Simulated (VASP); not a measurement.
# PbS (P6_3/mmc) in VASP: notebook, part 2 of 2

VASP 6.6.1. The steps go on from the part before.

## (4) Relaxation of cell and atoms, PBE

File INCAR:

```
SYSTEM = PbS
PREC     = Accurate       ! precision mode
ENCUT    = 600            ! plane-wave cutoff, eV
EDIFF    = 1E-6           ! SCF threshold, eV
ISMEAR   = 0              ! smearing method
SIGMA    = 0.1            ! smearing width, eV
LREAL    = .False.        ! projectors in reciprocal space
LASPH    = .True.         ! aspherical terms in the spheres
NELM     = 100            ! most SCF steps
ALGO     = Normal         ! electronic algorithm
ISIF     = 3              ! what is computed and relaxed
LWAVE    = .False.        ! write WAVECAR
LCHARG   = .False.        ! write CHGCAR
GGA      = PE             ! functional
IBRION   = 2              ! ionic algorithm
NSW      = 90             ! ionic steps
EDIFFG   = -0.04          ! ionic threshold
```

File KPOINTS:

```
regular mesh
0
Gamma
  6 6 4
  0 0 0
```

File POSCAR:

```
PbS
1.0
    3.5509814700      0.0000000000      0.0000000000
   -1.7754907300      3.0752401600      0.0000000000
    0.0000000000      0.0000000000      6.6660594000
Pb S
2 2
Direct
    0.6666666700      0.3333333300      0.7500000000
    0.3333333300      0.6666666700      0.2500000000
    0.0000000000      0.0000000000      0.0000000000
    0.0000000000      0.0000000000      0.5000000000
```

Potentials or basis: VASP PAW PBE potentials, release 64 (Pb_d, S).

Started as:

```
cat potpaw_PBE.64/Pb_d/POTCAR potpaw_PBE.64/S/POTCAR > POTCAR
mpirun -np 1 vasp_std > vasp.out
```

OUTCAR:

```text
SYSTEM = PbS
   PREC = Accurate
   ENCUT = 600
   EDIFF = 1E-6
   ISMEAR = 0
   LREAL = .False.
   LASPH = .True.
   NELM = 100
   ISIF = 3
   GGA = PE
   IBRION = 2
   NSW = 90
   EDIFFG = -0.04

 ion  position               nearest neighbor table
   1  0.667  0.333  0.750-   3 2.64   4 2.64   3 2.64   4 2.64   3 2.64   4 2.64   2 3.91   2 3.91
                             2 3.91   2 3.91   2 3.91   2 3.91
   2  0.333  0.667  0.250-   3 2.64   4 2.64   3 2.64   4 2.64   3 2.64   4 2.64   1 3.91   1 3.91
                             1 3.91   1 3.91   1 3.91   1 3.91
   3  0.000  0.000  0.000-   1 2.64   2 2.64   2 2.64   1 2.64   1 2.64   2 2.64
   4  0.000  0.000  0.500-   1 2.64   2 2.64   2 2.64   1 2.64   1 2.64   2 2.64

  LATTYP: Found a hexagonal cell.
 ALAT       =     3.5509814700
 C/A-ratio  =     1.8772442088

  Lattice vectors:

 A1 = (   3.5509814700,   0.0000000000,   0.0000000000)
 A2 = (  -1.7754907300,   3.0752401600,   0.0000000000)
 A3 = (   0.0000000000,   0.0000000000,   6.6660594000)

Analysis of symmetry for initial positions (statically):
=====================================================================
 Subroutine PRICEL returns:
 Original cell was already a primitive cell.

 Routine SETGRP: Setting up the symmetry group for a
 hexagonal supercell.

 Subroutine GETGRP returns: Found 24 space group operations
 (whereof 12 operations were pure point group operations)
 out of a pool of 24 trial point group operations.

The static configuration has the point symmetry D_3d.
[... 138 lines left out ...]
  Thomas-Fermi vector in A             =   2.469175
   LORBIT       =      0    0 simple, 1 ext, 2 COOP (PROOUT), +10 PAW based schemes
   GGA     = PE    functional components
   LHFCALC =     F    Hartree Fock is set to
   AEXX    =    0.0000 exact exchange contribution
   IVDW    =     0    specifies the selected vdW correction
   LEPSILON=     F    determine dielectric tensor
   LRPA    =     F    only Hartree local field effects (RPA)
 conjugate gradient relaxation of ions
 non-spin polarized calculation
 Gauss-broadening in eV      SIGMA  =   0.10
  energy-cutoff  :      600.00
  volume of cell :       72.79
 maximum number of plane-waves:      2460
   NGX = 15   NGY = 15   NGZ = 27

--------------------------------------- Ionic step        1  -------------------------------------------

 number of electron      40.0000000 magnetization

 Free energy of the ion-electron system (eV)
  ---------------------------------------------------
  ext. energy  EPLUGINS =         0.00000000
  ---------------------------------------------------
  free energy    TOTEN  =       -13.68835568 eV

  energy without entropy =      -13.68616894  energy(sigma->0) =      -13.68726231

 E-fermi :  10.7316     XC(G=0): -11.5125

 val. band max:       10.6198384421   @ k =   0.3333   0.0000   0.2500
 cond. band min:      10.9251093743   @ k =   0.0000   0.0000   0.2500
 fundamental gap:      0.3052709322
 Fermi energy:        10.7315946173
[... 1290 lines left out ...]
--------------------------------------- Ionic step        5  -------------------------------------------

 number of electron      39.9999991 magnetization

 Free energy of the ion-electron system (eV)
  ---------------------------------------------------
  ext. energy  EPLUGINS =         0.00000000
  ---------------------------------------------------
  free energy    TOTEN  =       -17.19353534 eV

  energy without entropy =      -17.19291598  energy(sigma->0) =      -17.19322566

 E-fermi :   5.2942     XC(G=0):  -9.5144

 val. band max:        5.1821121712   @ k =   0.0000   0.0000   0.0000
 cond. band min:       5.4107338666   @ k =   0.5000   0.0000   0.0000
 fundamental gap:      0.2286216954
 Fermi energy:         5.2942244923
[... 596 lines left out ...]
  FREE ENERGIE OF THE ION-ELECTRON SYSTEM (eV)
  ---------------------------------------------------
  free  energy   TOTEN  =       -17.1935353425 eV

  energy  without entropy=      -17.1929159765  energy(sigma->0) =      -17.19322566

 reached required accuracy - stopping structural energy minimisation
```

OSZICAR:

```text
N       E                     dE             d eps       ncg     rms          rms(c)
DAV:   1     0.444656603211E+03    0.44466E+03   -0.21720E+04  1008   0.221E+03
DAV:   2     0.348758299336E+02   -0.40978E+03   -0.40393E+03  1008   0.526E+02
DAV:   3    -0.128206725115E+02   -0.47697E+02   -0.46960E+02  1376   0.185E+02
[... 54 lines left out ...]
DAV:   5    -0.171935165018E+02    0.13359E-03   -0.48351E-04  1488   0.270E-01    0.323E-02
DAV:   6    -0.171935305550E+02   -0.14053E-04   -0.11512E-04  1248   0.114E-01    0.119E-02
DAV:   7    -0.171935338616E+02   -0.33066E-05   -0.75191E-06  1024   0.227E-02    0.559E-03
DAV:   8    -0.171935350489E+02   -0.11873E-05   -0.20337E-06   848   0.134E-02    0.223E-03
DAV:   9    -0.171935353425E+02   -0.29358E-06   -0.41366E-07   656   0.605E-03
   5 F= -.17193535E+02 E0= -.17193226E+02  d E =-.725749E-01
```

CONTCAR:

```text
PbS
   1.00000000000000
     4.1191133112482934    0.0000000009831254    0.0000000000000000
    -2.0595566489727712    3.5672567660336094    0.0000000000000000
     0.0000000000000000    0.0000000000000000    7.3551811853596742
  Pb              S
     2     2
Direct
     0.6666666699999979    0.3333333300000021    0.7500000000000000
     0.3333333300000021    0.6666666699999979    0.2500000000000000
     0.0000000000000000    0.0000000000000000    0.0000000000000000
     0.0000000000000000    0.0000000000000000    0.5000000000000000

  0.00000000E+00  0.00000000E+00  0.00000000E+00
  0.00000000E+00  0.00000000E+00  0.00000000E+00
  0.00000000E+00  0.00000000E+00  0.00000000E+00
  0.00000000E+00  0.00000000E+00  0.00000000E+00
```

Wall time 2.7 min (1 thread of Intel Xeon 6975P-C, shared host); peak memory 0.22 GiB.

Results:

```yaml
Free_energy: -17.1935 eV
Relaxed_volume: 27.02 Å³/atom
Relaxed_cell: a = 4.119 Å, b = 4.119 Å, c = 7.355 Å, α = 90.00°, β = 90.00°, γ = 120.00°
Space_group_after_relaxing_to_0.05_Å: P6_3/mmc (No. 194)
Energy_gained_by_relaxing: 876.3 meV/atom
Ionic_steps: 5
Pressure_after_relaxing: 0.1 GPa
Band_gap_on_the_k_mesh: 0.23 eV, indirect (least direct gap 0.25 eV)
```

Stress tensor (GPa, compression positive):
```
0.17 0.00 0.00
0.00 0.17 0.00
0.00 0.00 0.09
```

Step by step:
```csv
step,energy change (eV),largest force (eV/Å),pressure (GPa),volume (Å³)
1,0.0000,0.0000,45.11,72.79
2,-2.3176,0.0000,-7.88,141.17
3,-3.4326,0.0000,0.16,106.65
4,-3.4838,0.0000,0.13,107.36
5,-3.5052,0.0000,0.15,108.08
```

Final structure:
```cif
data_structure
_symmetry_space_group_name_H-M 'P 1'
_symmetry_Int_Tables_number 1
_cell_length_a 4.1191
_cell_length_b 4.1191
_cell_length_c 7.3552
_cell_angle_alpha 90.000
_cell_angle_beta 90.000
_cell_angle_gamma 120.000
_cell_volume 108.08
loop_
_atom_site_label
_atom_site_type_symbol
_atom_site_fract_x
_atom_site_fract_y
_atom_site_fract_z
_atom_site_occupancy
Pb1 Pb 0.66667 0.33333 0.75000 1
Pb2 Pb 0.33333 0.66667 0.25000 1
S1 S 0.00000 0.00000 0.00000 1
S2 S 0.00000 0.00000 0.50000 1
```

Caveat: the volume moved by over 15 % at a fixed basis, so the end points are rough; spin-orbit coupling is left out, which moves the levels of the heavy elements.

## (5) Single point, PBE

This run uses another cell than the first one, of 27.15 Å³/atom, 1.492 times its volume.

File INCAR:

```
SYSTEM = PbS
PREC = Accurate
ENCUT = 520
EDIFF = 1E-7
ISMEAR = 0
SIGMA = 0.01
LREAL = .False.
LASPH = .True.
NELM = 60
ALGO = Normal
ISIF = 2
LWAVE = .False.
LCHARG = .False.
GGA = PE
NBANDS = 28
```

File KPOINTS:

```
Automatic mesh
0
Gamma
  12 12 6
  0 0 0
```

File POSCAR:

```
PbS
1.0
    4.1285688056      0.0000000000      0.0000000000
   -2.0642844028      3.5754454669      0.0000000000
    0.0000000000      0.0000000000      7.3562728277
Pb S
2 2
Direct
    0.6666666667      0.3333333333      0.7500000000
    0.3333333333      0.6666666667      0.2500000000
    0.0000000000      0.0000000000      0.0000000000
    0.0000000000      0.0000000000      0.5000000000
```

Started as:

```
cat potpaw_PBE.64/Pb_d/POTCAR potpaw_PBE.64/S/POTCAR > POTCAR
mpirun -np 1 vasp_std > vasp.out
```

Run time: 3 min. Hardware: 1 thread of Intel Xeon 6975P-C, shared host; peak memory 0.35 GiB.

Results (log left out):

```yaml
Free_energy: -17.2092 eV
Pressure: -0.1 GPa
Band_gap_on_the_k_mesh: 0.26 eV, indirect (least direct gap 0.27 eV)
```

Levels at points of the mesh, in eV from the valence-band top:
```csv
k point,band 17,band 18,band 19,band 20,band 21,band 22,band 23,band 24
"(0.00, 0.00, 0.00)",-1.61,-1.00,-1.00,0.00,1.41,2.73,2.73,5.17
"(0.50, 0.00, 0.00)",-2.67,-1.30,-0.74,-0.01,0.26,1.99,2.27,4.13
"(0.00, 0.00, 0.50)",-1.35,-1.35,-1.15,-1.15,3.38,3.38,3.74,3.74
"(0.50, 0.00, 0.50)",-2.12,-2.12,-1.97,-1.97,2.27,2.27,3.91,3.91
```

Caveat: spin-orbit coupling is left out, which moves the levels of the heavy elements. A k mesh can miss the band edges.

## (6) Summary

| task | cell | k mesh | cutoff (eV) | smearing | gap on the mesh (eV) | pressure (GPa) |
| --- | --- | --- | --- | --- | --- | --- |
| single point | a = 3.551, b = 3.551, c = 6.666 Å, angles 90.0, 90.0, 120.0°, 4 atoms | 6 × 6 × 4 | 520 | gaussian 0.1 eV | none | 45.0 |
| single point | a = 4.122, b = 4.122, c = 7.359 Å, angles 90.0, 90.0, 120.0°, 4 atoms | 6 × 6 × 4 | 520 | gaussian 0.1 eV | 0.24 | 0.0 |
| relaxation of cell and atoms | relaxed from a = 3.551, b = 3.551, c = 6.666 Å, angles 90.0, 90.0, 120.0°, 4 atoms | 6 × 6 × 4 | 600 | gaussian 0.1 eV | 0.23 | 0.1 |
| single point | a = 4.129, b = 4.129, c = 7.356 Å, angles 90.0, 90.0, 120.0°, 4 atoms | 12 × 12 × 6 | 520 | gaussian 0.01 eV | 0.26 | -0.1 |

Alike in all rows: level PBE; potentials or basis VASP PAW PBE potentials, release 64 (Pb_d, S); no spin polarisation.

Caveats: spin-orbit coupling is left out, which moves the levels of the heavy elements; the volume moved by over 15 % at a fixed basis, so the end points are rough (some runs).

Total energies depend on the potentials used, so only differences within one code and one set of settings carry meaning.
